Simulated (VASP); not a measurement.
# CsPbCl3 (Pm-3m) in VASP: notebook

The runs below take CsPbCl3 through single point, with LDA, PBEsol, PBE.

All numbers are computed with VASP 6.6.1; they aren't measurements. Logs are shortened: lines on timing, memory, paths and dates and some standing lists are left out, and cuts for length are marked.

### Step 1. The cell of the first run

The structure is cubic, space group Pm-3m (No. 221). Conventional cell: a = 5.529 Å, b = 5.529 Å, c = 5.529 Å, α = 90.00°, β = 90.00°, γ = 90.00°. Within 5.1 Å of Cs (site symmetry m-3m) lie 12 Cl at 3.91 Å and 8 Pb at 4.79 Å. Pb (site symmetry m-3m) has 6 Cl at 2.76 Å within 3.6 Å. Within 3.6 Å of Cl (site symmetry 4/mmm) lie 2 Pb at 2.76 Å.

### Step 2. Single point, LDA

Input file INCAR:

```
PREC = Accurate
ENCUT = 520
EDIFF = 1E-6
ISMEAR = -1
SIGMA = 0.02
LREAL = F
LASPH = T
NELM = 60
ALGO = Normal
ISIF = 2
LWAVE = F
LCHARG = T
GGA = CA
LELF = T
LVHAR = T
NBANDS = 30
```

Input file KPOINTS:

```
regular mesh
0
Gamma
  4 4 4
```

Input file POSCAR:

```
CsPbCl3
1.0
    5.5287005400      0.0000000000      0.0000000000
    0.0000000000      5.5287005400      0.0000000000
    0.0000000000      0.0000000000      5.5287005400
Cs Pb Cl
1 1 3
Direct
    0.0000000000      0.0000000000      0.0000000000
    0.5000000000      0.5000000000      0.5000000000
    0.5000000000      0.5000000000      0.0000000000
    0.0000000000      0.5000000000      0.5000000000
    0.5000000000      0.0000000000      0.5000000000
```

Potentials or basis: VASP PAW LDA potentials, release 64 (Cs_sv, Pb_d, Cl).

Launch:

```console
$ cat potpaw_LDA.64/Cs_sv/POTCAR potpaw_LDA.64/Pb_d/POTCAR potpaw_LDA.64/Cl/POTCAR > POTCAR
$ mpirun -np 1 vasp_std > vasp.out
```

OUTCAR:

```text
PREC = Accurate
   ENCUT = 520
   EDIFF = 1E-6
   ISMEAR = -1
   LREAL = F
   LASPH = T
   NELM = 60
   ISIF = 2
   GGA = CA

 ion  position               nearest neighbor table
   1  0.000  0.000  0.000-
   2  0.500  0.500  0.500-   3 2.76   4 2.76   5 2.76   3 2.76   5 2.76   4 2.76
   3  0.500  0.500  0.000-   2 2.76   2 2.76
   4  0.000  0.500  0.500-   2 2.76   2 2.76
   5  0.500  0.000  0.500-   2 2.76   2 2.76

  LATTYP: Found a simple cubic cell.
 ALAT       =     5.5287005400

  Lattice vectors:

 A1 = (   5.5287005400,   0.0000000000,   0.0000000000)
 A2 = (   0.0000000000,   5.5287005400,   0.0000000000)
 A3 = (   0.0000000000,   0.0000000000,   5.5287005400)

Analysis of symmetry for initial positions (statically):
=====================================================================
 Subroutine PRICEL returns:
 Original cell was already a primitive cell.

 Routine SETGRP: Setting up the symmetry group for a
 simple cubic supercell.

 Subroutine GETGRP returns: Found 48 space group operations
 (whereof 48 operations were pure point group operations)
 out of a pool of 48 trial point group operations.

The static configuration has the point symmetry O_h .

Analysis of symmetry for dynamics (positions and initial velocities):
=====================================================================
 Subroutine PRICEL returns:
 Original cell was already a primitive cell.

 Routine SETGRP: Setting up the symmetry group for a
 simple cubic supercell.

 Subroutine GETGRP returns: Found 48 space group operations
 (whereof 48 operations were pure point group operations)
 out of a pool of 48 trial point group operations.

The dynamic configuration has the point symmetry O_h .

 Subroutine INISYM returns: Found 48 space group operations
 (whereof 48 operations are pure point group operations),
 and found     1 'primitive' translations

----------------------------------------------------------------------------------------

                                     Primitive cell

  volume of cell :     168.9932

  direct lattice vectors                    reciprocal lattice vectors
     5.528700540  0.000000000  0.000000000     0.180874329  0.000000000  0.000000000
     0.000000000  5.528700540  0.000000000     0.000000000  0.180874329  0.000000000
     0.000000000  0.000000000  5.528700540     0.000000000  0.000000000  0.180874329

  length of vectors
     5.528700540  5.528700540  5.528700540     0.180874329  0.180874329  0.180874329

  position of ions in fractional coordinates (direct lattice)
     0.000000000  0.000000000  0.000000000
     0.500000000  0.500000000  0.500000000
     0.500000000  0.500000000  0.000000000
     0.000000000  0.500000000  0.500000000
     0.500000000  0.000000000  0.500000000

  ion indices of the primitive-cell ions
   primitive index   ion index
                 1           1
                 2           2
                 3           3
                 4           4
                 5           5

----------------------------------------------------------------------------------------

 KPOINTS: regular mesh

Automatic generation of k-mesh.
 Grid dimensions read from file:
 generate k-points for:    4    4    4

 Generating k-lattice:

  Cartesian coordinates                     Fractional coordinates (reciprocal lattice)
     0.045218582  0.000000000  0.000000000     0.250000000  0.000000000  0.000000000
     0.000000000  0.045218582  0.000000000     0.000000000  0.250000000  0.000000000
     0.000000000  0.000000000  0.045218582     0.000000000  0.000000000  0.250000000

  Length of vectors
     0.045218582  0.045218582  0.045218582

  Shift w.r.t. Gamma in fractional coordinates (k-lattice)
     0.000000000  0.000000000  0.000000000

 Subroutine IBZKPT returns following result:
 ===========================================

 Found     10 irreducible k-points:

 Following reciprocal coordinates:
            Coordinates               Weight
  0.000000  0.000000  0.000000      1.000000
  0.250000  0.000000  0.000000      6.000000
  0.500000  0.000000  0.000000      3.000000
  0.250000  0.250000  0.000000     12.000000
  0.500000  0.250000  0.000000     12.000000
  0.500000  0.500000  0.000000      3.000000
  0.250000  0.250000  0.250000      8.000000
  0.500000  0.250000  0.250000     12.000000
  0.500000  0.500000  0.250000      6.000000
  0.500000  0.500000  0.500000      1.000000
   k-points           NKPTS =     10   k-points in BZ     NKDIM =     10   number of bands    NBANDS=     30
   number of dos      NEDOS =    301   number of ions     NIONS =      5
   total plane-waves  NPLWV =  74088
   dimension x,y,z NGX =    42 NGY =   42 NGZ =   42
   dimension x,y,z NGXF=    84 NGYF=   84 NGZF=   84
   ions per type =               1   1   3
   NGX,Y,Z   is equivalent  to a cutoff of  12.63, 12.63, 12.63 a.u.
   NGXF,Y,Z  is equivalent  to a cutoff of  25.26, 25.26, 25.26 a.u.
 SYSTEM =  unknown system
   PREC   = accura    normal or accurate (medium, high low for compatibility)
   ISTART =      0    job   : 0-new  1-cont  2-samecut
   ICHARG =      2    charge: 1-file 2-atom 10-const
   ISPIN  =      1    spin polarized calculation?
   LNONCOLLINEAR =      F non collinear calculations
   LSORBIT =      F    spin-orbit coupling
   LASPH  =      T    aspherical Exc in radial PAW
   ENCUT  =  520.0 eV  38.22 Ry    6.18 a.u.  10.28 10.28 10.28*2*pi/ulx,y,z
   NELM   =     60;   NELMIN=  2; NELMDL= -5     # of ELM steps
   EDIFF  = 0.1E-05   stopping-criterion for ELM
   LREAL  =      F    real-space projection
   EDIFFG = 0.1E-04   stopping-criterion for IOM
   NSW    =      0    number of steps for IOM
   IBRION =     -1    ionic relax: 0-MD 1-quasi-New 2-CG
   NFREE  =      0    steps in history (QN), initial steepest desc. (CG)
   ISIF   =      2    stress and relaxation
   ISYM   =      2    0-nonsym 1-usesym 2-fastsym
   POTIM  = 0.5000    time-step for ionic-motion
   TEBEG  =    0.0;   TEEND  =   0.0 temperature during run
   PSTRESS=    0.0 pullay stress
   NELECT =      44.0000    total number of electrons
   NUPDOWN=      -1.0000    fix difference up-down
   EMIN   =  10.00;   EMAX   =-10.00  energy-range for DOS
   EFERMI =   0.00;   METHOD = LEGACY
   ISMEAR =    -1;   SIGMA  =   0.02  broadening in eV -4-tet -1-fermi 0-gaus
   EFERMI_NEDOS =   21; number of points for ismear=-14 and -15
   IALGO  =     38    algorithm
   IMIX   =      4    mixing-type and parameters
     AMIX     =   0.40;   BMIX     =  1.00
     AMIX_MAG =   1.60;   BMIX_MAG =  1.00
  volume/ion in A,a.u.               =      33.80       228.08
  Fermi-wavevector in a.u.,A,eV,Ry     =   1.045368  1.975460 14.868377  1.092795
  Thomas-Fermi vector in A             =   2.180161
   LORBIT       =      0    0 simple, 1 ext, 2 COOP (PROOUT), +10 PAW based schemes
   GGA     = CA    functional components
   LHFCALC =     F    Hartree Fock is set to
   AEXX    =    0.0000 exact exchange contribution
   IVDW    =     0    specifies the selected vdW correction
   LEPSILON=     F    determine dielectric tensor
   LRPA    =     F    only Hartree local field effects (RPA)
 non-spin polarized calculation
  energy-cutoff  :      520.00
  volume of cell :      168.99
 maximum number of plane-waves:      4632
 NGX is ok and might be reduce to    42
   NGX = 21   NGY = 21   NGZ = 21

 number of electron      43.9999985 magnetization

 Free energy of the ion-electron system (eV)
  ---------------------------------------------------
  ext. energy  EPLUGINS =         0.00000000
  ---------------------------------------------------
  free energy    TOTEN  =       -19.40019165 eV

  energy without entropy =      -19.40019165  energy(sigma->0) =      -19.40019165

 E-fermi :   2.5974     XC(G=0):  -8.4555

 val. band max:        2.1258007041   @ k =   0.5000   0.5000   0.5000
 cond. band min:       3.6404823936   @ k =   0.5000   0.5000   0.5000
 fundamental gap:      1.5146816896
 Fermi energy:         2.5973798274

 k-point     1 :       0.0000    0.0000    0.0000
  band No.  band energies     occupation
      1     -19.3821      2.00000
      2     -14.9098      2.00000
      3     -14.9098      2.00000
      4     -14.5947      2.00000
      5     -14.5947      2.00000
      6     -14.5947      2.00000
[... 22 lines left out ...]
     29       8.1977      0.00000
     30       8.1977      0.00000

 k-point     2 :       0.2500    0.0000    0.0000
  band No.  band energies     occupation
      1     -19.3805      2.00000
      2     -14.9096      2.00000
      3     -14.8483      2.00000
      4     -14.5958      2.00000
      5     -14.5958      2.00000
      6     -14.5947      2.00000
[... 22 lines left out ...]
     29       7.0639      0.00000
     30       8.2201      0.00000

 k-point     3 :       0.5000    0.0000    0.0000
  band No.  band energies     occupation
      1     -19.3789      2.00000
      2     -14.9094      2.00000
      3     -14.7844      2.00000
      4     -14.5967      2.00000
      5     -14.5967      2.00000
      6     -14.5947      2.00000
[... 22 lines left out ...]
     29       7.3879      0.00000
     30       8.5308      0.00000

 k-point     4 :       0.2500    0.2500    0.0000
  band No.  band energies     occupation
      1     -19.3791      2.00000
      2     -14.8805      2.00000
      3     -14.8114      2.00000
      4     -14.5967      2.00000
      5     -14.5957      2.00000
      6     -14.5957      2.00000
[... 154 lines left out ...]
     29       7.8813      0.00000
     30       7.9404      0.00000

 k-point     9 :       0.5000    0.5000    0.2500
  band No.  band energies     occupation
      1     -19.3754      2.00000
      2     -14.7763      2.00000
      3     -14.6913      2.00000
      4     -14.5987      2.00000
      5     -14.5977      2.00000
      6     -14.5977      2.00000
[... 22 lines left out ...]
     29       7.5186      0.00000
     30       7.9460      0.00000

 k-point    10 :       0.5000    0.5000    0.5000
  band No.  band energies     occupation
      1     -19.3743      2.00000
      2     -14.6913      2.00000
      3     -14.6913      2.00000
      4     -14.5988      2.00000
      5     -14.5988      2.00000
      6     -14.5988      2.00000
[... 22 lines left out ...]
     29       7.2664      0.00000
     30       8.5796      0.00000

------------------------ aborting loop because EDIFF is reached ----------------------------------------

  FORCE on cell =-STRESS in cart. coord.  units (eV):
  Direction    XX          YY          ZZ          XY          YZ          ZX
  --------------------------------------------------------------------------------------
  -------------------------------------------------------------------------------------
  Total        0.0067178      0.0067178      0.0067178     -0.0000000     -0.0000000      0.0000000
  in kB        0.0636898      0.0636898      0.0636898     -0.0000000     -0.0000000      0.0000000
  external PRESSURE =       0.0636898 kB  Pullay stress =       0.0000000 kB

 VOLUME and BASIS-vectors are now :
 -----------------------------------------------------------------------------
  energy-cutoff  :      520.00
  volume of cell :      168.99
      direct lattice vectors                 reciprocal lattice vectors
     5.528700540  0.000000000  0.000000000     0.180874329  0.000000000  0.000000000
     0.000000000  5.528700540  0.000000000     0.000000000  0.180874329  0.000000000
     0.000000000  0.000000000  5.528700540     0.000000000  0.000000000  0.180874329

 POSITION                                       TOTAL-FORCE (eV/Angst)
 -----------------------------------------------------------------------------------
      0.00000      0.00000      0.00000         0.000000      0.000000      0.000000
      2.76435      2.76435      2.76435         0.000000      0.000000      0.000000
      2.76435      2.76435      0.00000         0.000000      0.000000      0.000000
      0.00000      2.76435      2.76435         0.000000      0.000000      0.000000
      2.76435      0.00000      2.76435         0.000000      0.000000      0.000000
 -----------------------------------------------------------------------------------
    total drift:                                0.000000     -0.000000     -0.000000

  FREE ENERGIE OF THE ION-ELECTRON SYSTEM (eV)
  ---------------------------------------------------
  free  energy   TOTEN  =       -19.4001916458 eV

  energy  without entropy=      -19.4001916458  energy(sigma->0) =      -19.40019165
```

Wall time 32 s (1 thread of Intel Xeon Platinum 8488C (Sapphire Rapids), shared host); peak memory 0.23 GiB.

Results:

| Item | Value |
| --- | --- |
| Free energy | -19.4002 eV |
| Pressure | 0.0 GPa |
| Band gap on the k mesh | 1.51 eV, direct |

Levels at points of the mesh, in eV from the valence-band top:
```csv
k point,band 19,band 20,band 21,band 22,band 23,band 24,band 25,band 26
"(0.00, 0.00, 0.00)",-2.97,-2.83,-2.83,-2.83,2.74,3.69,3.69,4.68
"(0.50, 0.00, 0.00)",-3.07,-2.97,-2.97,-1.85,2.76,4.17,4.70,5.07
"(0.50, 0.50, 0.00)",-3.18,-3.03,-2.50,-0.90,2.19,2.19,4.65,4.93
"(0.50, 0.50, 0.50)",-2.48,-2.48,-2.48,0.00,1.51,1.51,1.51,4.54
```

Caveat: spin-orbit coupling is left out, which moves the levels of the heavy elements. A k mesh can miss the band edges.

(Continued in part 2 of 2.)
